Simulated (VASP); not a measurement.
# TiTe2: single point with r2SCAN

The system is TiTe2, a slab with vacuum.

```xyz
3
Lattice="3.6787 0.0000 0.0000 -1.8393 3.1858 0.0000 0.0000 0.0000 32.9237" Properties=species:S:1:pos:R:3 pbc="T T T"
Te    0.0000    2.1239   14.6993
Te    1.8393    1.0619   18.2244
Ti    0.0000    0.0000   16.4618
```

```json
{
  "Program": "VASP 6.6.1",
  "Task": "single point",
  "Functional": "r2SCAN",
  "Potentials or basis": "VASP PAW PBE potentials, release 64 (Te, Ti_sv)",
  "Cutoff": "520 eV",
  "k mesh": "15 × 15 × 1",
  "Occupations": "gaussian, width 0.1 eV",
  "Spin": "no spin polarisation",
  "Dipole correction": "yes",
  "Further INCAR settings": "ALGO = Normal; EDIFF = 1e-07; NBANDS = 19"
}
```

```yaml
Largest_force: 0.065 eV/Å
Band_gap_on_the_k_mesh: zero (band 12 reaches -1.93 eV, above the bottom of band 13 at -2.57 eV)
```

Forces in eV/Å, atoms in the order of the input:
```
Te   0.000  0.000  0.065
Te   0.000  0.000 -0.065
Ti   0.000  0.000  0.000
```

Levels at points of the mesh, in eV from the Fermi level:
```csv
k point,band 8,band 9,band 10,band 11,band 12,band 13,band 14,band 15,band 16,band 17
"(0.00, 0.00, 0.00)",-1.90,-1.63,-1.63,0.46,0.46,0.51,1.23,1.23,3.54,3.54
```

Run time: 30 min on 1 thread of Intel Xeon 6975P-C, with other jobs on the host, peak memory 0.63 GiB.

Caveat: the PAW data sets were made with another functional, which shifts forces and pressure a little; spin-orbit coupling is left out, which moves the levels of the heavy elements.
